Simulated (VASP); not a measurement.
# CdTe (I-4m2) in VASP: a series of runs, part 2 of 2

VASP 6.6.1. The steps go on from the part before.

## 3. Single point, r2SCAN

This run uses another cell than the first one, of the same volume but with other edges.

File POSCAR:

```
CdTe
1.0
    0.0000000000      2.8554741353      4.0376404273
    2.8554741353      0.0000000000      4.0376404273
    2.8554741353      2.8554741353      0.0000000000
Cd Te
1 1
Direct
    0.0000000000      0.0000000000      0.0000000000
    0.7500000000      0.7500000000      0.7500000000
```

File INCAR.step1:

```
SYSTEM = CdTe
PREC = Accurate
ENCUT = 520
ISMEAR = 0
SIGMA = 0.05
LREAL = .False.
LASPH = .True.
NELM = 100
NBANDS = 16
GGA = PE
ALGO = Normal
EDIFF = 1E-4
LWAVE = .True.
LCHARG = .False.
```

File INCAR.step2:

```
SYSTEM = CdTe
PREC = Accurate
ENCUT = 520
EDIFF = 1E-6
ISMEAR = 0
SIGMA = 0.05
LREAL = .False.
LASPH = .True.
NELM = 100
ALGO = Normal
ISIF = 2
LWAVE = .False.
LCHARG = .True.
METAGGA = R2SCAN
LMIXTAU = .True.
LELF = .True.
LVHAR = .True.
NBANDS = 16
ISTART = 1
```

File KPOINTS:

```
regular mesh
0
Gamma
  8 8 8
  0 0 0
```

Potentials or basis: VASP PAW PBE potentials, release 64 (Cd, Te).

The run is started by

```bash
> cat potpaw_PBE.64/Cd/POTCAR potpaw_PBE.64/Te/POTCAR > POTCAR
> cp INCAR.step1 INCAR
> mpirun -np 1 vasp_std > vasp.out
> cp INCAR.step2 INCAR
> mpirun -np 1 vasp_std > vasp.out
```

OUTCAR:

```text
SYSTEM = CdTe
   PREC = Accurate
   ENCUT = 520
   EDIFF = 1E-6
   ISMEAR = 0
   LREAL = .False.
   LASPH = .True.
   NELM = 100
   ISIF = 2
   METAGGA = R2SCAN
   ISTART = 1

 ion  position               nearest neighbor table
   1  0.000  0.000  0.000-   2 2.86   2 2.86   2 2.86   2 2.86
   2  0.750  0.750  0.750-   1 2.86   1 2.86   1 2.86   1 2.86

  LATTYP: Found a body centered tetragonal cell.
 ALAT       =     4.0382502491
 C/A-ratio  =     1.9996979772

  Lattice vectors:

 A1 = (  -2.8554741353,   0.0000000000,   4.0376404273)
 A2 = (   2.8554741353,   0.0000000000,   4.0376404273)
 A3 = (   0.0000000000,   2.8554741353,  -4.0376404273)

Analysis of symmetry for initial positions (statically):
=====================================================================
 Subroutine PRICEL returns:
 Original cell was already a primitive cell.

 Routine SETGRP: Setting up the symmetry group for a
 body centered tetragonal supercell.

 Subroutine GETGRP returns: Found  8 space group operations
 (whereof  8 operations were pure point group operations)
 out of a pool of 16 trial point group operations.

The static configuration has the point symmetry D_2d.

Analysis of symmetry for dynamics (positions and initial velocities):
[... 161 lines left out ...]

 val. band max:        3.0557110641   @ k =  -0.1250   0.1250   0.0000
 cond. band min:       3.6203397751   @ k =   0.5000   0.0000   0.0000
 fundamental gap:      0.5646287110
 Fermi energy:         3.0819983305

 k-point     1 :       0.0000    0.0000    0.0000
  band No.  band energies     occupation
      1      -9.1389      2.00000
      2      -6.3429      2.00000
      3      -6.1950      2.00000
      4      -6.1950      2.00000
      5      -6.0181      2.00000
      6      -6.0080      2.00000
[... 433 lines left out ...]
      3      -6.1471      2.00000
      4      -6.1055      2.00000
      5      -6.0493      2.00000
      6      -5.7548      2.00000
[... 8 lines left out ...]
     15      12.5366      0.00000
     16      13.8545      0.00000

 [... further k-points ...]

------------------------ aborting loop because EDIFF is reached ----------------------------------------

  FORCE on cell =-STRESS in cart. coord.  units (eV):
  Direction    XX          YY          ZZ          XY          YZ          ZX
  --------------------------------------------------------------------------------------
  -------------------------------------------------------------------------------------
  Total        2.1632753      2.1632753     -2.3270182      0.0000000      0.0000000      0.0000000
  in kB       52.6390782     52.6390782    -56.6234415      0.0000000      0.0000000      0.0000000
  external PRESSURE =      16.2182383 kB  Pullay stress =       0.0000000 kB

 VOLUME and BASIS-vectors are now :
 -----------------------------------------------------------------------------
  energy-cutoff  :      520.00
  volume of cell :       65.84
      direct lattice vectors                 reciprocal lattice vectors
     0.000000000  2.855474135  4.037640427    -0.175102269  0.175102269  0.123834702
     2.855474135  0.000000000  4.037640427     0.175102269 -0.175102269  0.123834702
     2.855474135  2.855474135  0.000000000     0.175102269  0.175102269 -0.123834702

 POSITION                                       TOTAL-FORCE (eV/Angst)
 -----------------------------------------------------------------------------------
      0.00000      0.00000      0.00000        -0.000000     -0.000000      0.000000
      4.28321      4.28321      6.05646         0.000000      0.000000     -0.000000
 -----------------------------------------------------------------------------------
    total drift:                               -0.000002     -0.000002      0.000013

  FREE ENERGIE OF THE ION-ELECTRON SYSTEM (eV)
  ---------------------------------------------------
  free  energy   TOTEN  =       -46.1758742707 eV

  energy  without entropy=      -46.1756751143  energy(sigma->0) =      -46.17577469
```

OUTCAR.step1:

```text
SYSTEM = CdTe
   PREC = Accurate
   ENCUT = 520
   ISMEAR = 0
   LREAL = .False.
   LASPH = .True.
[... 679 lines left out ...]
      0.00000      0.00000      0.00000         0.000000      0.000000     -0.000000
      4.28321      4.28321      6.05646        -0.000000     -0.000000      0.000000
 -----------------------------------------------------------------------------------
    total drift:                                0.000001      0.000001     -0.000002

  FREE ENERGIE OF THE ION-ELECTRON SYSTEM (eV)
  ---------------------------------------------------
  free  energy   TOTEN  =        -4.3497003427 eV

  energy  without entropy=       -4.3494991696  energy(sigma->0) =       -4.34959976
```

OSZICAR.step1:

```text
N       E                     dE             d eps       ncg     rms          rms(c)
DAV:   1     0.997625651464E+02    0.99763E+02   -0.83491E+03  1912   0.978E+02
DAV:   2    -0.118572447724E+01   -0.10095E+03   -0.95633E+02  2376   0.235E+02
DAV:   3    -0.464745988664E+01   -0.34617E+01   -0.34569E+01  2256   0.452E+01
DAV:   4    -0.467796889965E+01   -0.30509E-01   -0.30508E-01  2888   0.375E+00
DAV:   5    -0.467807324635E+01   -0.10435E-03   -0.10435E-03  2336   0.177E-01    0.570E+00
DAV:   6    -0.437591610101E+01    0.30216E+00   -0.49332E-01  2128   0.784E+00    0.466E+00
DAV:   7    -0.434944459696E+01    0.26472E-01   -0.14167E-01  2368   0.239E+00    0.177E+00
DAV:   8    -0.434959766374E+01   -0.15307E-03   -0.14772E-02  2192   0.134E+00    0.436E-01
DAV:   9    -0.434970713107E+01   -0.10947E-03   -0.17248E-03  2320   0.457E-01    0.786E-02
DAV:  10    -0.434970034271E+01    0.67884E-05   -0.17902E-04  1784   0.168E-01
   1 F= -.43497003E+01 E0= -.43495998E+01  d E =-.201173E-03
```

It took 1.9 min on 1 thread of Intel Xeon 6975P-C (Granite Rapids), shared host; peak memory 0.26 GiB.

Results:

```
Free energy            : -46.1759 eV
Pressure               : 1.6 GPa
Band gap on the k mesh : zero (bands 9 and 10 overlap by 0.05 eV)
```

Stress tensor (GPa, compression positive):
```
 5.26  0.00  0.00
 0.00  5.26  0.00
 0.00  0.00 -5.66
```

Caveat: the stress differs along the axes, from -6 to 5 GPa; semilocal functionals underestimate gaps, and a narrow one can read as zero; the PAW data sets were made with another functional, which shifts forces and pressure a little; spin-orbit coupling is left out, which moves the levels of the heavy elements.

## 4. Single point, r2SCAN

This run uses another cell than the first one, of the same volume but with other edges.

File POSCAR:

```
CdTe
1.0
    0.0000000000      3.3834133503      2.8759013477
    3.3834133503      0.0000000000      2.8759013477
    3.3834133503      3.3834133503      0.0000000000
Cd Te
1 1
Direct
    0.0000000000      0.0000000000      0.0000000000
    0.7500000000      0.7500000000      0.7500000000
```

INCAR.step1: that of step 3 with these lines changed.

```diff
@@ -7,3 +7,3 @@
 LASPH = .True.
-NELM = 100
+NELM = 80
 NBANDS = 16
```

INCAR.step2: that of step 3 with these lines changed.

```diff
@@ -8,3 +8,3 @@
 LASPH = .True.
-NELM = 100
+NELM = 80
 ALGO = Normal
```

File KPOINTS:

```
Automatic mesh
0
Gamma
  8 8 8
  0 0 0
```

The run is started by

```bash
> cat potpaw_PBE.64/Cd/POTCAR potpaw_PBE.64/Te/POTCAR > POTCAR
> cp INCAR.step1 INCAR
> mpirun -np 1 vasp_std > vasp.out
> cp INCAR.step2 INCAR
> mpirun -np 1 vasp_std > vasp.out
```

Run time: 87 s. Hardware: 1 thread of Intel Xeon 6975P-C (Granite Rapids), shared host; peak memory 0.25 GiB.

The run converged. Its results:

```
Free energy            : -46.5598 eV
Pressure               : 2.8 GPa
Band gap on the k mesh : 1.06 eV
```

Stress tensor (GPa, compression positive):
```
2.33 0.00 0.00
0.00 2.33 0.00
0.00 0.00 3.78
```

Levels at points of the mesh, in eV from the valence-band top:
| k point | band 5 | band 6 | band 7 | band 8 | band 9 | band 10 | band 11 | band 12 | band 13 | band 14 |
| --- | --- | --- | --- | --- | --- | --- | --- | --- | --- | --- |
| (0.00, 0.00, 0.00) | -8.62 | -8.59 | -0.41 | -0.41 | 0.00 | 1.06 | 4.88 | 4.93 | 4.93 | 7.81 |
| (0.50, 0.00, 0.00) | -8.58 | -8.21 | -4.87 | -1.43 | -0.73 | 1.82 | 4.87 | 6.14 | 7.47 | 8.81 |
| (0.50, 0.50, 0.00) | -8.55 | -7.85 | -4.13 | -2.70 | -2.70 | 1.87 | 2.23 | 9.68 | 9.68 | 10.07 |
| (0.50, 0.00, 0.50) | -8.59 | -8.16 | -4.97 | -2.06 | -1.79 | 2.85 | 3.24 | 8.67 | 8.74 | 9.34 |

Caveat: the PAW data sets were made with another functional, which shifts forces and pressure a little; spin-orbit coupling is left out, which moves the levels of the heavy elements.

## 5. Single point, r2SCAN

This run uses another cell than the first one, of the same volume but with other edges.

File POSCAR:

```
CdTe
1.0
    0.0000000000      3.0160204726      3.6192245671
    3.0160204726      0.0000000000      3.6192245671
    3.0160204726      3.0160204726      0.0000000000
Cd Te
1 1
Direct
    0.0000000000      0.0000000000      0.0000000000
    0.7500000000      0.7500000000      0.7500000000
```

File INCAR.step1:

```
ALGO     = Normal         # electronic algorithm
EDIFF    = 1E-4           # SCF threshold, eV
ENCUT    = 520            # plane-wave cutoff, eV
GGA      = PE             # functional
ISMEAR   = 0              # smearing method
LASPH    = T              # aspherical terms in the spheres
LCHARG   = F              # write CHGCAR
LREAL    = F              # projectors in reciprocal space
LWAVE    = T              # write WAVECAR
NBANDS   = 16             # bands
NELM     = 100            # most SCF steps
PREC     = Accurate       # precision mode
SIGMA    = 0.05           # smearing width, eV
```

File INCAR.step2:

```
ALGO     = Normal         # electronic algorithm
EDIFF    = 1E-7           # SCF threshold, eV
ENCUT    = 520            # plane-wave cutoff, eV
ISIF     = 2              # what is computed and relaxed
ISMEAR   = 0              # smearing method
ISTART   = 1            
LASPH    = T              # aspherical terms in the spheres
LCHARG   = F              # write CHGCAR
LMIXTAU  = T            
LREAL    = F              # projectors in reciprocal space
LWAVE    = F              # write WAVECAR
METAGGA  = R2SCAN         # meta-GGA
NBANDS   = 16             # bands
NELM     = 100            # most SCF steps
PREC     = Accurate       # precision mode
SIGMA    = 0.05           # smearing width, eV
```

File KPOINTS:

```
k-points
0
Gamma
  8 8 8
```

The run is started by

```bash
> cat potpaw_PBE.64/Cd/POTCAR potpaw_PBE.64/Te/POTCAR > POTCAR
> cp INCAR.step1 INCAR
> mpirun -np 1 vasp_std > vasp.out
> cp INCAR.step2 INCAR
> mpirun -np 1 vasp_std > vasp.out
```

It took 81 s on 1 thread of Intel Xeon 6975P-C (Granite Rapids), shared host; peak memory 0.24 GiB.

Results (log left out):

```yaml
Free_energy: -46.5071 eV
Pressure: 2.8 GPa
Band_gap_on_the_k_mesh: 0.94 eV
```

Stress tensor (GPa, compression positive):
```
 4.16  0.00  0.00
 0.00  4.16  0.00
 0.00  0.00 -0.03
```

Levels at points of the mesh, in eV from the valence-band top:
| k point | band 7 | band 8 | band 9 | band 10 | band 11 | band 12 |
| --- | --- | --- | --- | --- | --- | --- |
| (0.00, 0.00, 0.00) | -0.88 | 0.00 | 0.00 | 0.94 | 4.90 | 4.90 |
| (0.50, 0.00, 0.00) | -4.87 | -1.60 | -0.53 | 1.65 | 5.26 | 5.99 |
| (0.50, 0.50, 0.00) | -5.32 | -1.63 | -1.63 | 3.23 | 3.70 | 8.30 |
| (0.50, 0.00, 0.50) | -4.37 | -2.60 | -2.30 | 2.28 | 2.33 | 8.32 |

Caveat: the PAW data sets were made with another functional, which shifts forces and pressure a little; spin-orbit coupling is left out, which moves the levels of the heavy elements.

## 6. Summary

| cell | gap on the mesh (eV) | pressure (GPa) |
| --- | --- | --- |
| a = 4.406, b = 4.406, c = 5.088 Å, angles 54.7, 54.7, 70.5°, 2 atoms | 0.68 | 0.9 |
| a = 4.945, b = 4.945, c = 4.038 Å, angles 65.9, 65.9, 48.2°, 2 atoms | none | 1.6 |
| a = 4.441, b = 4.441, c = 4.785 Å, angles 57.4, 57.4, 65.2°, 2 atoms | 1.06 | 2.8 |
| a = 4.711, b = 4.711, c = 4.265 Å, angles 63.1, 63.1, 53.8°, 2 atoms | 0.94 | 2.8 |

Alike in all rows: task single point; level r2SCAN; potentials or basis VASP PAW PBE potentials, release 64 (Cd, Te); no spin polarisation; k mesh 8 × 8 × 8; cutoff (eV) 520; smearing gaussian 0.05 eV.

Caveats: the PAW data sets were made with another functional, which shifts forces and pressure a little; spin-orbit coupling is left out, which moves the levels of the heavy elements; semilocal functionals underestimate gaps, and a narrow one can read as zero (at least some runs); the stress differs along the axes, from -6 to 5 GPa (at least some runs).

Total energies depend on the potentials used, so only differences within one code and one set of settings carry meaning.

The gap in the log of VASP goes by the Fermi energy; the results here count the filled bands.